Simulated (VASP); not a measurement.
# MgO3 (ReO3 type): single point with PBE

Crystal: MgO3 (ReO3 type).

```
Mg O
1.0
     3.93428    0.00000    0.00000
     0.00000    3.93428    0.00000
     0.00000    0.00000    3.93428
Mg O
1 3
Direct
  0.00000 0.00000 0.00000
  0.50000 0.00000 0.00000
  0.00000 0.50000 0.00000
  0.00000 0.00000 0.50000
```

```
Program             : VASP 6.6.1
Task                : single point
Functional          : PBE
Potentials or basis : VASP PAW PBE potentials, release 64 (Mg, O)
Cutoff              : 600 eV
k mesh              : 14 × 14 × 14
Occupations         : fermi-dirac, width 0.0612256 eV
Spin                : no spin polarisation
```

- Pressure: 0.8 GPa
- Band gap on the k mesh: zero (band 10 reaches -2.16 eV, above the bottom of band 11 at -3.33 eV)

Levels at points of the mesh, in eV from the Fermi level:
| k point | band 6 | band 7 | band 8 | band 9 | band 10 | band 11 | band 12 | band 13 | band 14 | band 15 |
| --- | --- | --- | --- | --- | --- | --- | --- | --- | --- | --- |
| (0.00, 0.00, 0.00) | -2.45 | -0.16 | -0.16 | -0.16 | 0.21 | 0.21 | 0.21 | 8.07 | 13.35 | 15.47 |
| (0.50, 0.00, 0.00) | -1.82 | -1.21 | -0.64 | -0.64 | -0.36 | 0.09 | 0.09 | 10.55 | 11.46 | 15.53 |
| (0.50, 0.50, 0.00) | -1.52 | -0.76 | -0.76 | -0.60 | -0.60 | -0.54 | 0.62 | 11.64 | 13.09 | 13.09 |
| (0.50, 0.50, 0.50) | -2.01 | -2.01 | -0.53 | -0.53 | 0.63 | 0.63 | 0.63 | 10.99 | 14.21 | 14.21 |

Wall time 2.1 min on 1 thread of Intel Xeon 8259CL (shared host), peak memory 0.28 GiB.
